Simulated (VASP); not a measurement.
# Fe (P6_3/mmc) in VASP: further runs, part 2 of 2

VASP 6.6.1. The steps go on from the part before.

### Step 3. Single point, PBEsol, collinear spin, ferromagnetic start

This run uses another cell than the first one, of 9.46 Å³/atom, 0.960 times its volume.

File INCAR:

```
SYSTEM = Fe
PREC = Accurate
ENCUT = 600
EDIFF = 1E-6
ISMEAR = -1
SIGMA = 0.05
LREAL = .False.
LASPH = .True.
NELM = 200
ALGO = Normal
ISIF = 2
LWAVE = .False.
LCHARG = .True.
ISPIN = 2
MAGMOM = 3 3
LORBIT = 11
LMAXMIX = 4
GGA = PS
LELF = .True.
LVHAR = .True.
NBANDS = 27
GGA_COMPAT = .False.
```

File KPOINTS:

```
regular mesh
0
Gamma
  12 12 7
  0 0 0
```

File POSCAR:

```
Fe
1.0
    2.4012595311      0.0000000000      0.0000000000
   -1.2006297656      2.0795517550      0.0000000000
    0.0000000000      0.0000000000      3.7900100715
Fe
2
Direct
    0.6666666667      0.3333333333      0.7500000000
    0.3333333333      0.6666666667      0.2500000000
```

Potentials or basis: VASP PAW PBE potentials, release 64 (Fe_sv).

Started as:

```bash
$ cat potpaw_PBE.64/Fe_sv/POTCAR > POTCAR
$ mpirun -np 1 vasp_std > vasp.out
```

OUTCAR:

```text
SYSTEM = Fe
   PREC = Accurate
   ENCUT = 600
   EDIFF = 1E-6
   ISMEAR = -1
   LREAL = .False.
   LASPH = .True.
   NELM = 200
   ISIF = 2
   ISPIN = 2
   LORBIT = 11
   GGA = PS

 ion  position               nearest neighbor table
   1  0.667  0.333  0.750-   2 2.35   2 2.35   2 2.35   2 2.35   2 2.35   2 2.35
   2  0.333  0.667  0.250-   1 2.35   1 2.35   1 2.35   1 2.35   1 2.35   1 2.35

  LATTYP: Found a hexagonal cell.
 ALAT       =     2.4012595311
 C/A-ratio  =     1.5783425417

  Lattice vectors:

 A1 = (   2.4012595311,   0.0000000000,   0.0000000000)
 A2 = (  -1.2006297656,   2.0795517550,   0.0000000000)
 A3 = (   0.0000000000,   0.0000000000,   3.7900100715)

Analysis of symmetry for initial positions (statically):
=====================================================================
 Subroutine PRICEL returns:
 Original cell was already a primitive cell.

 Routine SETGRP: Setting up the symmetry group for a
 hexagonal supercell.

 Subroutine GETGRP returns: Found 24 space group operations
 (whereof 12 operations were pure point group operations)
[... 915 lines left out ...]

 k-point     1 :       0.0000    0.0000    0.0000
  band No.  band energies     occupation
      1     -71.9524      1.00000
      2     -71.7655      1.00000
      3     -38.5008      1.00000
      4     -37.7980      1.00000
      5     -37.7980      1.00000
      6     -37.6745      1.00000
[... 709 lines left out ...]
     26      39.3848      0.00000
     27      41.7534      0.00000

 [... further k-points ...]
[... 5 lines left out ...]
  --------------------------------------------------------------------------------------
  -------------------------------------------------------------------------------------
  Total        0.8785672      0.8785672      1.1737001     -0.0000000      0.0000000     -0.0000000
  in kB       74.3766092     74.3766092     99.3615922     -0.0000000      0.0000000     -0.0000000
  external PRESSURE =      82.7049369 kB  Pullay stress =       0.0000000 kB

 VOLUME and BASIS-vectors are now :
 -----------------------------------------------------------------------------
  energy-cutoff  :      600.00
  volume of cell :       18.93
      direct lattice vectors                 reciprocal lattice vectors
     2.401259531  0.000000000  0.000000000     0.416448113  0.240436430  0.000000000
    -1.200629766  2.079551755  0.000000000     0.000000000  0.480872860  0.000000000
     0.000000000  0.000000000  3.790010071     0.000000000  0.000000000  0.263851542

 POSITION                                       TOTAL-FORCE (eV/Angst)
 -----------------------------------------------------------------------------------
      1.20063      0.69318      2.84251         0.000000     -0.000000      0.000000
     -0.00000      1.38637      0.94750        -0.000000      0.000000      0.000000
 -----------------------------------------------------------------------------------
    total drift:                               -0.000000      0.000000     -0.000000

  FREE ENERGIE OF THE ION-ELECTRON SYSTEM (eV)
  ---------------------------------------------------
  free  energy   TOTEN  =       -18.1151592134 eV

  energy  without entropy=      -18.0967097598  energy(sigma->0) =      -18.10593449

 total charge

# of ion       s       p       d       tot
------------------------------------------
    1        2.222   6.069   5.565  13.856
    2        2.222   6.069   5.565  13.856
--------------------------------------------------
tot          4.445  12.138  11.130  27.713

 magnetization (x)

# of ion       s       p       d       tot
------------------------------------------
    1       -0.000   0.000   0.000   0.000
    2       -0.000   0.000   0.000   0.000
--------------------------------------------------
tot         -0.000   0.000   0.000   0.000
```

stdout:

```text
POSCAR found type information on POSCAR Fe
 POSCAR found :  1 types and       2 ions
 scaLAPACK will be used
 -----------------------------------------------------------------------------
|                                                                             |
|                                                                             |
|     You enforced a specific xc type in the INCAR file but a different       |
|     I HOPE YOU KNOW WHAT YOU ARE DOING!                                     |
|                                                                             |
 -----------------------------------------------------------------------------

 LDA part: xc-table for (Slater+PW92), standard interpolation
 POSCAR, INCAR and KPOINTS ok, starting setup
 FFT: planning ... GRIDC
 FFT: planning ... GRID_SOFT
 FFT: planning ... GRID
 WAVECAR not read
 entering main loop
```

It took 39 s on 1 thread of Intel Xeon 6975P-C (Granite Rapids), shared host; peak memory 0.18 GiB.

What came out:

| Item | Value |
| --- | --- |
| Free energy | -18.1152 eV |
| Pressure | 8.3 GPa |
| Band gap on the k mesh | zero (filled and empty bands overlap) |
| Net moment | 0.00 μB per cell |
| Valence electrons inside the program's atomic spheres | Fe 13.86 |

Caveat: the starting moments collapsed, and a magnetic state may lie lower; the PAW data sets were made with another functional, which shifts forces and pressure a little.
